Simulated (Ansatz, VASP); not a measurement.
# HgS2 in VASP and in Ansatz

```
CELL_PARAMETERS angstrom
-1.91986 1.91986 4.80654
1.91986 -1.91986 4.80654
1.91986 1.91986 -4.80654
ATOMIC_POSITIONS crystal
Hg 0.00000 0.00000 0.00000
S 0.61148 0.61148 0.00000
S 0.38852 0.38852 0.00000
```

Alike in both runs: functional PBE; k mesh 16 × 16 × 16; occupations gaussian, width 0.1 eV; no spin polarisation.

Ansatz relaxed the structure, and its values are those at the end. VASP's run is a single point on that final structure, the one shown.

```csv
,VASP,Ansatz
version,VASP 6.6.1,Ansatz 0.2.0
potentials or method,"VASP PAW PBE potentials, release 64 (Hg, S), cutoff 520 eV","scalar-relativistic, plane waves, PAW"
valence electrons in the cell,24,32
```

```tsv
	VASP	Ansatz	Ansatz less VASP
gap on the k mesh at the Fermi level (eV)	none	none	-
pressure (GPa)	0.0	0.0	+0.01
rms of the force components (eV/Å)	0.043	0.004	-0.0393
```

A gap of «none» marks a metal or a gap that the smearing closes. The functional is the same, so the differences come from potentials, cutoffs and numerics. VASP's potentials hold 24 valence electrons a cell and Ansatz's 32, so a difference there can come from the potentials and not from the codes.

Spin-orbit coupling is off throughout.
